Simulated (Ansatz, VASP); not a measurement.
## Ir in VASP and in Ansatz

```
CELL_PARAMETERS angstrom
2.62729 0.00000 0.00000
0.00000 2.62729 0.00000
0.00000 0.00000 4.28762
ATOMIC_POSITIONS crystal
Ir 0.00000 0.00000 0.00000
```

Alike in both runs: task relaxation of cell and atoms; functional PBE; k mesh 6 × 6 × 4; occupations gaussian, width 0.1 eV; no spin polarisation.

|  | VASP | Ansatz |
| --- | --- | --- |
| version | VASP 6.6.1 | Ansatz 0.2.0 |
| potentials or method | VASP PAW PBE potentials, release 64 (Ir), cutoff 600 eV | scalar-relativistic, plane waves, PAW |
| valence electrons in the cell | 9 | 17 |

|  | VASP | Ansatz | Ansatz less VASP |
| --- | --- | --- | --- |
| gap on the k mesh at the Fermi level, each at its own relaxed structure (eV) | none | none | - |
| relaxed volume (Å³/atom) | 17.00 | 16.98 | -0.014 |
| relaxed cell length with the largest relative difference (Å) | 2.568 | 2.567 | -0.0011 |

A gap of «none» marks a metal or a gap that the smearing closes. VASP's potentials hold 9 valence electrons a cell and Ansatz's 17, so a difference there can come from the potentials and not from the codes.

The k mesh is coarse, so the values compare programs but aren't converged. Neither program's run includes spin-orbit coupling. Noted on VASP's run: the volume moved by over 15 % at a fixed basis, so the end points are rough.
